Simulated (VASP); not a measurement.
Crystal: SnTe.

```
Te Sn
1.0
     0.00000    3.61115    3.61115
     3.61115    0.00000    3.61115
     3.61115    3.61115    0.00000
Te Sn
1 1
Cartesian
  1.8056 1.8056 1.8056
  0.0000 0.0000 0.0000
```

```yaml
Program: VASP 6.6.1
Task: relaxation of cell and atoms
Functional: LDA
Potentials_or_basis: VASP PAW LDA potentials, release 64 (Te, Sn_d)
Cutoff: 600 eV
k_mesh: 7 × 7 × 7
Occupations: fermi-dirac, width 0.05 eV
Spin: no spin polarisation
```

At the start: pressure -2.2 GPa; volume 47.09 Å³/atom.

Question: How do energy, volume and symmetry change on relaxing?

Answer: Over 3 steps the energy falls by 29.0 meV/atom and the volume is 43.08 Å³/atom (-8.5 %); space group F-43m (No. 216, to 0.05 Å).

The path:
| step | energy change (eV) | largest force (eV/Å) | pressure (GPa) | volume (Å³) |
| --- | --- | --- | --- | --- |
| 1 | 0.0000 | 0.0000 | -2.15 | 94.18 |
| 2 | -0.0580 | 0.0000 | 0.12 | 85.81 |
| 3 | -0.0581 | 0.0000 | -0.01 | 86.16 |

Final structure:
```
Te Sn
1.0
     0.00000    3.50556    3.50556
     3.50556    0.00000    3.50556
     3.50556    3.50556    0.00000
Te Sn
1 1
Direct
  0.25000 0.25000 0.25000
  0.00000 0.00000 0.00000
```
